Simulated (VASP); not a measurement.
Set up this calculation in VASP 6.6.1, as the native input.

```
Task                   : single point
Functional             : r2SCAN
Potentials or basis    : VASP PAW PBE potentials, release 64 (Cd, S)
Cutoff                 : 550 eV
k mesh                 : 14 × 14 × 14
Occupations            : fermi-dirac, width 0.05 eV
Spin                   : no spin polarisation
Dipole correction      : no
Further INCAR settings : ALGO = Normal; EDIFF = 1e-06; NBANDS = 16
```

CdS (rocksalt type):

```
Cd S
1.0
     0.00000    2.72672    2.72672
     2.72672    0.00000    2.72672
     2.72672    2.72672    0.00000
Cd S
1 1
Direct
  0.00000 0.00000 0.00000
  0.50000 0.50000 0.50000
```

The input as run:

POSCAR

```
CdS
1.0
    0.0000000000      2.7267209015      2.7267209015
    2.7267209015      0.0000000000      2.7267209015
    2.7267209015      2.7267209015      0.0000000000
Cd S
1 1
Direct
    0.0000000000      0.0000000000      0.0000000000
    0.5000000000      0.5000000000      0.5000000000
```

INCAR.step1

```
PREC = Accurate ; ENCUT = 550
ISMEAR = -1 ; SIGMA = 0.05
LREAL = F ; LASPH = T
NELM = 120 ; NBANDS = 16
GGA = PE ; ALGO = Normal
EDIFF = 1E-5 ; LWAVE = T
LCHARG = F ; GGA_COMPAT = F
```

INCAR.step2

```
PREC = Accurate ; ENCUT = 550
EDIFF = 1E-6 ; ISMEAR = -1
SIGMA = 0.05 ; LREAL = F
LASPH = T ; NELM = 120
ALGO = Normal ; ISIF = 2
LWAVE = F ; LCHARG = T
METAGGA = R2SCAN ; LMIXTAU = T
LELF = T ; LVHAR = T
NBANDS = 16 ; ISTART = 1
GGA_COMPAT = F
```

KPOINTS

```
regular mesh
0
Gamma
  14 14 14
```

Potentials or basis: VASP PAW PBE potentials, release 64 (Cd, S).

Run with:

```console
$ cat potpaw_PBE.64/Cd/POTCAR potpaw_PBE.64/S/POTCAR > POTCAR
$ cp INCAR.step1 INCAR
$ mpirun -np 1 vasp_std > vasp.out
$ cp INCAR.step2 INCAR
$ mpirun -np 1 vasp_std > vasp.out
```

Results of the run:

```yaml
Pressure: 0.5 GPa
Band_gap_on_the_k_mesh: 0.73 eV (least direct gap 2.35 eV)
```

Caveat: the PAW data sets were made with another functional, which shifts forces and pressure a little.

Run time: 3.3 min on 1 thread of AMD EPYC 9R45 96-Core Processor (Zen 5) (shared host), peak memory 0.19 GiB.
